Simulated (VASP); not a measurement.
# Cr (Im-3m) in VASP: a series of runs

Runs on Cr. Level: LDA. Tasks: single point.

Program: VASP 6.6.1. These are calculated values, not measurements. Logs are shortened: lines on timing, memory, paths and dates and some standing lists are left out, and cuts for length are marked.

## Step 1: The cell of the first run

Symmetry: Im-3m, No. 229, cubic system. The conventional cell has a = 2.784 Å, b = 2.784 Å, c = 2.784 Å, α = 90.00°, β = 90.00°, γ = 90.00°. Within 3.2 Å of Cr (site symmetry m-3m) lie 14 Cr at 2.41 to 2.78 Å.

## Step 2: Single point, LDA, collinear spin (10.79 Å³/atom)

INCAR reads:

```
PREC = Accurate
ENCUT = 520
EDIFF = 1E-6
ISMEAR = 0
SIGMA = 0.05
LREAL = F
LASPH = T
NELM = 150
ALGO = Normal
ISIF = 2
LWAVE = F
LCHARG = F
ISPIN = 2
MAGMOM = 0.05
LORBIT = 11
LMAXMIX = 4
GGA = CA
NBANDS = 16
```

KPOINTS reads:

```
Automatic mesh
0
Gamma
  22 22 22
```

POSCAR reads:

```
Cr
1.0
   -1.3921874181      1.3921874181      1.3921874181
    1.3921874181     -1.3921874181      1.3921874181
    1.3921874181      1.3921874181     -1.3921874181
Cr
1
Direct
    0.0000000000      0.0000000000      0.0000000000
```

Potentials or basis: VASP PAW LDA potentials, release 64 (Cr_pv).

On the command line:

```bash
> cat potpaw_LDA.64/Cr_pv/POTCAR > POTCAR
> mpirun -np 1 vasp_std > vasp.out
```

OUTCAR:

```text
PREC = Accurate
   ENCUT = 520
   EDIFF = 1E-6
   ISMEAR = 0
   LREAL = F
   LASPH = T
   NELM = 150
   ISIF = 2
   ISPIN = 2
   LORBIT = 11
   GGA = CA

 ion  position               nearest neighbor table
   1  0.000  0.000  0.000-

  LATTYP: Found a body centered cubic cell.
 ALAT       =     2.7843748362

  Lattice vectors:

 A1 = (  -1.3921874181,   1.3921874181,   1.3921874181)
 A2 = (   1.3921874181,  -1.3921874181,   1.3921874181)
 A3 = (   1.3921874181,   1.3921874181,  -1.3921874181)

Analysis of symmetry for initial positions (statically):
=====================================================================
 Subroutine PRICEL returns:
 Original cell was already a primitive cell.

 Routine SETGRP: Setting up the symmetry group for a
 body centered cubic supercell.

 Subroutine GETGRP returns: Found 48 space group operations
 (whereof 48 operations were pure point group operations)
 out of a pool of 48 trial point group operations.

The static configuration has the point symmetry O_h .

Analysis of symmetry for dynamics (positions and initial velocities):
=====================================================================
 Subroutine PRICEL returns:
 Original cell was already a primitive cell.

 Routine SETGRP: Setting up the symmetry group for a
 body centered cubic supercell.

 Subroutine GETGRP returns: Found 48 space group operations
 (whereof 48 operations were pure point group operations)
 out of a pool of 48 trial point group operations.

The dynamic configuration has the point symmetry O_h .

Analysis of structural, dynamic, and magnetic symmetry:
=====================================================================
 Subroutine PRICEL returns:
 Original cell was already a primitive cell.

 Routine SETGRP: Setting up the symmetry group for a
 body centered cubic supercell.

 Subroutine GETGRP returns: Found 48 space group operations
 (whereof 48 operations were pure point group operations)
 out of a pool of 48 trial point group operations.

The overall configuration has the point symmetry O_h .

 Subroutine INISYM returns: Found 48 space group operations
 (whereof 48 operations are pure point group operations),
 and found     1 'primitive' translations

----------------------------------------------------------------------------------------

                                     Primitive cell

  volume of cell :      10.7933

  direct lattice vectors                    reciprocal lattice vectors
    -1.392187418  1.392187418  1.392187418     0.000000000  0.359147047  0.359147047
     1.392187418 -1.392187418  1.392187418     0.359147047  0.000000000  0.359147047
     1.392187418  1.392187418 -1.392187418     0.359147047  0.359147047  0.000000000

  length of vectors
     2.411339342  2.411339342  2.411339342     0.507910625  0.507910625  0.507910625

  position of ions in fractional coordinates (direct lattice)
     0.000000000  0.000000000  0.000000000

  ion indices of the primitive-cell ions
   primitive index   ion index
                 1           1

----------------------------------------------------------------------------------------

 KPOINTS: Automatic mesh

Automatic generation of k-mesh.
 Grid dimensions read from file:
 generate k-points for:   22   22   22

 Generating k-lattice:

  Cartesian coordinates                     Fractional coordinates (reciprocal lattice)
     0.000000000  0.016324866  0.016324866     0.045454545  0.000000000  0.000000000
     0.016324866  0.000000000  0.016324866     0.000000000  0.045454545  0.000000000
     0.016324866  0.016324866  0.000000000     0.000000000  0.000000000  0.045454545

  Length of vectors
     0.023086847  0.023086847  0.023086847

  Shift w.r.t. Gamma in fractional coordinates (k-lattice)
     0.000000000  0.000000000  0.000000000

 Subroutine IBZKPT returns following result:
 ===========================================

 Found    328 irreducible k-points:

 Following reciprocal coordinates:
            Coordinates               Weight
  0.000000  0.000000  0.000000      1.000000
  0.045455  0.000000  0.000000     12.000000
  0.090909  0.000000  0.000000     12.000000
  0.136364  0.000000  0.000000     12.000000
  0.181818  0.000000  0.000000     12.000000
  0.227273  0.000000  0.000000     12.000000
[... 16 lines left out ...]
  0.090909  0.090909  0.000000     24.000000
  0.136364  0.090909  0.000000     48.000000
 [... further k-points ...]
   k-points           NKPTS =    328   k-points in BZ     NKDIM =    328   number of bands    NBANDS=     16
   number of dos      NEDOS =    301   number of ions     NIONS =      1
   total plane-waves  NPLWV =   5832
   dimension x,y,z NGX =    18 NGY =   18 NGZ =   18
   dimension x,y,z NGXF=    36 NGYF=   36 NGZF=   36
   ions per type =               1
   NGX,Y,Z   is equivalent  to a cutoff of  12.41, 12.41, 12.41 a.u.
   NGXF,Y,Z  is equivalent  to a cutoff of  24.82, 24.82, 24.82 a.u.
 SYSTEM =  unknown system
   PREC   = accura    normal or accurate (medium, high low for compatibility)
   ISTART =      0    job   : 0-new  1-cont  2-samecut
   ICHARG =      2    charge: 1-file 2-atom 10-const
   ISPIN  =      2    spin polarized calculation?
   LNONCOLLINEAR =      F non collinear calculations
   LSORBIT =      F    spin-orbit coupling
   LASPH  =      T    aspherical Exc in radial PAW
   ENCUT  =  520.0 eV  38.22 Ry    6.18 a.u.   4.48  4.48  4.48*2*pi/ulx,y,z
   NELM   =    150;   NELMIN=  2; NELMDL= -5     # of ELM steps
   EDIFF  = 0.1E-05   stopping-criterion for ELM
   LREAL  =      F    real-space projection
[... 7 lines left out ...]
   TEBEG  =    0.0;   TEEND  =   0.0 temperature during run
   PSTRESS=    0.0 pullay stress
   NELECT =      12.0000    total number of electrons
   NUPDOWN=      -1.0000    fix difference up-down
   EMIN   =  10.00;   EMAX   =-10.00  energy-range for DOS
   EFERMI =   0.00;   METHOD = LEGACY
   ISMEAR =     0;   SIGMA  =   0.05  broadening in eV -4-tet -1-fermi 0-gaus
   EFERMI_NEDOS =   21; number of points for ismear=-14 and -15
   IALGO  =     38    algorithm
   IMIX   =      4    mixing-type and parameters
     AMIX     =   0.40;   BMIX     =  1.00
     AMIX_MAG =   1.60;   BMIX_MAG =  1.00
  volume/ion in A,a.u.               =      10.79        72.84
  Fermi-wavevector in a.u.,A,eV,Ry     =   1.695968  3.204914 39.134519  2.876306
  Thomas-Fermi vector in A             =   2.776916
   LORBIT       =     11    0 simple, 1 ext, 2 COOP (PROOUT), +10 PAW based schemes
   GGA     = CA    functional components
   LHFCALC =     F    Hartree Fock is set to
   AEXX    =    0.0000 exact exchange contribution
   IVDW    =     0    specifies the selected vdW correction
   LEPSILON=     F    determine dielectric tensor
   LRPA    =     F    only Hartree local field effects (RPA)
 spin polarized calculation
 Gauss-broadening in eV      SIGMA  =   0.05
  energy-cutoff  :      520.00
  volume of cell :       10.79
 maximum number of plane-waves:       321
 NGX is ok and might be reduce to    18
   NGX =  9   NGY =  9   NGZ =  9

 number of electron      12.0000010 magnetization       0.0001118

 number of electron      12.0000010 magnetization      -0.0000457

 Free energy of the ion-electron system (eV)
  ---------------------------------------------------
  ext. energy  EPLUGINS =         0.00000000
  ---------------------------------------------------
  free energy    TOTEN  =       -10.62702707 eV

  energy without entropy =      -10.62574879  energy(sigma->0) =      -10.62638793

 E-fermi :  11.8059     XC(G=0): -14.4042

 val. band max:       11.7941873941   @ k =  -0.1818   0.1818   0.0455
 cond. band min:      11.8130622289   @ k =  -0.4091   0.4545   0.2727
 fundamental gap:      0.0188748349
 Fermi energy:        11.8059424083

 spin component 1

 k-point     1 :       0.0000    0.0000    0.0000
  band No.  band energies     occupation
      1     -30.4408      1.00000
      2     -30.4408      1.00000
      3     -30.4408      1.00000
      4       3.7803      1.00000
      5      10.7844      1.00000
      6      10.7844      1.00000
[... 8 lines left out ...]
     15      42.9044      0.00000
     16      47.9758      0.00000

 k-point     2 :       0.0455    0.0000    0.0000
  band No.  band energies     occupation
      1     -30.4657      1.00000
      2     -30.4483      1.00000
      3     -30.4410      1.00000
      4       3.8776      1.00000
      5      10.7449      1.00000
      6      10.7786      1.00000
[... 8 lines left out ...]
     15      43.1005      0.00000
     16      46.7171      0.00000

 k-point     3 :       0.0909    0.0000    0.0000
  band No.  band energies     occupation
      1     -30.5383      1.00000
      2     -30.4701      1.00000
      3     -30.4415      1.00000
      4       4.1631      1.00000
      5      10.6312      1.00000
      6      10.7533      1.00000
[... 8 lines left out ...]
     15      43.5397      0.00000
     16      45.0191      0.00000

 k-point     4 :       0.1364    0.0000    0.0000
  band No.  band energies     occupation
      1     -30.6516      1.00000
      2     -30.5044      1.00000
      3     -30.4424      1.00000
      4       4.6171      1.00000
      5      10.4561      1.00000
      6      10.6902      1.00000
[... 8 lines left out ...]
     15      43.2848      0.00000
     16      43.4045      0.00000
[... 324 lines left out ...]
 k-point    22 :       0.4545    0.0455   -0.0000
  band No.  band energies     occupation
      1     -31.5945      1.00000
      2     -30.8076      1.00000
      3     -30.4604      1.00000
      4       7.0696      1.00000
      5       9.1001      1.00000
      6      12.6229      0.00000
[... 8 lines left out ...]
     15      42.6010      0.00000
     16      44.4010      0.00000

 k-point    23 :       0.0909    0.0909    0.0000
  band No.  band energies     occupation
      1     -30.7147      1.00000
      2     -30.5030      1.00000
      3     -30.4647      1.00000
      4       4.8806      1.00000
      5      10.4345      1.00000
      6      10.5276      1.00000
[... 8 lines left out ...]
     15      41.4162      0.00000
     16      44.7682      0.00000

 k-point    24 :       0.1364    0.0909    0.0000
  band No.  band energies     occupation
      1     -30.8464      1.00000
      2     -30.5443      1.00000
      3     -30.4722      1.00000
      4       5.4512      1.00000
      5      10.2385      1.00000
      6      10.3807      1.00000
[... 8 lines left out ...]
     15      41.3780      0.00000
     16      44.6509      0.00000

 [... further k-points ...]

 spin component 2

 k-point     1 :       0.0000    0.0000    0.0000
  band No.  band energies     occupation
      1     -30.4408      1.00000
      2     -30.4408      1.00000
      3     -30.4408      1.00000
      4       3.7803      1.00000
      5      10.7843      1.00000
      6      10.7843      1.00000
[... 8 lines left out ...]
     15      42.9044      0.00000
     16      47.9758      0.00000

 k-point     2 :       0.0455    0.0000    0.0000
  band No.  band energies     occupation
      1     -30.4658      1.00000
      2     -30.4483      1.00000
      3     -30.4410      1.00000
      4       3.8776      1.00000
      5      10.7449      1.00000
      6      10.7785      1.00000
[... 8 lines left out ...]
     15      43.1004      0.00000
     16      46.7169      0.00000

 k-point     3 :       0.0909    0.0000    0.0000
  band No.  band energies     occupation
      1     -30.5383      1.00000
      2     -30.4701      1.00000
      3     -30.4415      1.00000
      4       4.1631      1.00000
      5      10.6312      1.00000
      6      10.7532      1.00000
[... 8 lines left out ...]
     15      43.5396      0.00000
     16      45.0190      0.00000

 k-point     4 :       0.1364    0.0000    0.0000
  band No.  band energies     occupation
      1     -30.6517      1.00000
      2     -30.5044      1.00000
      3     -30.4424      1.00000
      4       4.6171      1.00000
      5      10.4561      1.00000
      6      10.6901      1.00000
[... 8 lines left out ...]
     15      43.2847      0.00000
     16      43.4044      0.00000
[... 324 lines left out ...]
 k-point    22 :       0.4545    0.0455   -0.0000
  band No.  band energies     occupation
      1     -31.5945      1.00000
      2     -30.8076      1.00000
      3     -30.4604      1.00000
      4       7.0696      1.00000
      5       9.1001      1.00000
      6      12.6229      0.00000
[... 8 lines left out ...]
     15      42.6010      0.00000
     16      44.4010      0.00000

 k-point    23 :       0.0909    0.0909    0.0000
  band No.  band energies     occupation
      1     -30.7147      1.00000
      2     -30.5030      1.00000
      3     -30.4647      1.00000
      4       4.8806      1.00000
      5      10.4344      1.00000
      6      10.5276      1.00000
[... 8 lines left out ...]
     15      41.4162      0.00000
     16      44.7682      0.00000

 k-point    24 :       0.1364    0.0909    0.0000
  band No.  band energies     occupation
      1     -30.8464      1.00000
      2     -30.5443      1.00000
      3     -30.4722      1.00000
      4       5.4512      1.00000
      5      10.2385      1.00000
      6      10.3807      1.00000
[... 8 lines left out ...]
     15      41.3780      0.00000
     16      44.6509      0.00000

 [... further k-points ...]

------------------------ aborting loop because EDIFF is reached ----------------------------------------

  FORCE on cell =-STRESS in cart. coord.  units (eV):
  Direction    XX          YY          ZZ          XY          YZ          ZX
  --------------------------------------------------------------------------------------
  -------------------------------------------------------------------------------------
  Total        0.0950698      0.0950698      0.0950698     -0.0000000     -0.0000000      0.0000000
  in kB       14.1123701     14.1123701     14.1123701     -0.0000000     -0.0000000      0.0000000
  external PRESSURE =      14.1123701 kB  Pullay stress =       0.0000000 kB

 VOLUME and BASIS-vectors are now :
 -----------------------------------------------------------------------------
  energy-cutoff  :      520.00
  volume of cell :       10.79
      direct lattice vectors                 reciprocal lattice vectors
    -1.392187418  1.392187418  1.392187418     0.000000000  0.359147047  0.359147047
     1.392187418 -1.392187418  1.392187418     0.359147047  0.000000000  0.359147047
     1.392187418  1.392187418 -1.392187418     0.359147047  0.359147047  0.000000000

 POSITION                                       TOTAL-FORCE (eV/Angst)
 -----------------------------------------------------------------------------------
      0.00000      0.00000      0.00000         0.000000     -0.000000      0.000000
 -----------------------------------------------------------------------------------
    total drift:                                0.000000      0.000000     -0.000000

  FREE ENERGIE OF THE ION-ELECTRON SYSTEM (eV)
  ---------------------------------------------------
  free  energy   TOTEN  =       -10.6270270663 eV

  energy  without entropy=      -10.6257487852  energy(sigma->0) =      -10.62638793

 total charge

# of ion       s       p       d       tot
------------------------------------------
    1        0.451   6.444   4.321  11.216

 magnetization (x)

# of ion       s       p       d       tot
------------------------------------------
    1        0.000  -0.000  -0.000  -0.000
```

Run time: 82 s. Hardware: 1 thread of Intel Xeon Platinum 8259CL at 2.50GHz (Skylake/Cascade Lake), shared host; peak memory 0.19 GiB.

What came out:

```
Free energy                                           : -10.6270 eV
Pressure                                              : 1.4 GPa
Band gap on the k mesh                                : zero (filled and empty bands overlap)
Net moment                                            : 0.00 μB per cell
Valence electrons inside the program's atomic spheres : Cr 11.22
```

Caveat: an empty level that is flat over the whole mesh can mark a ghost state of the potentials, or a narrow d or f band.

## Step 3: Single point, LDA, collinear spin (10.84 Å³/atom)

This run uses another cell than the first one, of 10.84 Å³/atom.

INCAR reads:

```
PREC = Accurate
ENCUT = 520
EDIFF = 1E-6
ISMEAR = 0
SIGMA = 0.05
LREAL = False
LASPH = True
NELM = 150
ALGO = Normal
ISIF = 2
LWAVE = False
LCHARG = False
ISPIN = 2
MAGMOM = 0.05
LORBIT = 11
LMAXMIX = 4
GGA = CA
NBANDS = 16
```

KPOINTS reads:

```
regular mesh
0
Gamma
  22 22 22
```

POSCAR reads:

```
Cr
1.0
   -1.3942323889      1.3942323889      1.3942323889
    1.3942323889     -1.3942323889      1.3942323889
    1.3942323889      1.3942323889     -1.3942323889
Cr
1
Direct
    0.0000000000      0.0000000000      0.0000000000
```

Potentials or basis: VASP PAW LDA potentials, release 64 (Cr_pv).

On the command line:

```bash
> cat potpaw_LDA.64/Cr_pv/POTCAR > POTCAR
> mpirun -np 1 vasp_std > vasp.out
```

It took 83 s on 1 thread of Intel Xeon Platinum 8259CL at 2.50GHz (Skylake/Cascade Lake), shared host; peak memory 0.19 GiB.

It converged, with:

```
Free energy                                           : -10.6273 eV
Pressure                                              : 0.1 GPa
Band gap on the k mesh                                : zero (filled and empty bands overlap)
Net moment                                            : 0.00 μB per cell
Valence electrons inside the program's atomic spheres : Cr 11.21
```

Levels at points of the mesh, in eV from the Fermi level:
Spin up:
| k point | band 3 | band 4 | band 5 | band 6 | band 7 | band 8 | band 9 | band 10 |
| --- | --- | --- | --- | --- | --- | --- | --- | --- |
| (0.00, 0.00, 0.00) | -42.25 | -8.01 | -1.02 | -1.02 | -1.02 | 1.16 | 1.16 | 5.37 |
| (0.50, 0.00, 0.00) | -42.26 | -4.77 | -2.71 | 1.20 | 1.38 | 1.54 | 3.12 | 5.37 |
| (0.50, 0.50, 0.50) | -43.04 | -4.77 | -4.77 | 2.69 | 2.69 | 2.69 | 5.37 | 11.20 |
Spin down:
```tsv
k point	band 4	band 5	band 6	band 7	band 8	band 9
(0.00, 0.00, 0.00)	-8.01	-1.02	-1.02	-1.02	1.16	1.16
(0.50, 0.00, 0.00)	-4.77	-2.71	1.20	1.38	1.54	3.12
(0.50, 0.50, 0.50)	-4.77	-4.77	2.69	2.69	2.69	5.37
```

(Continued in part 2 of 2.)
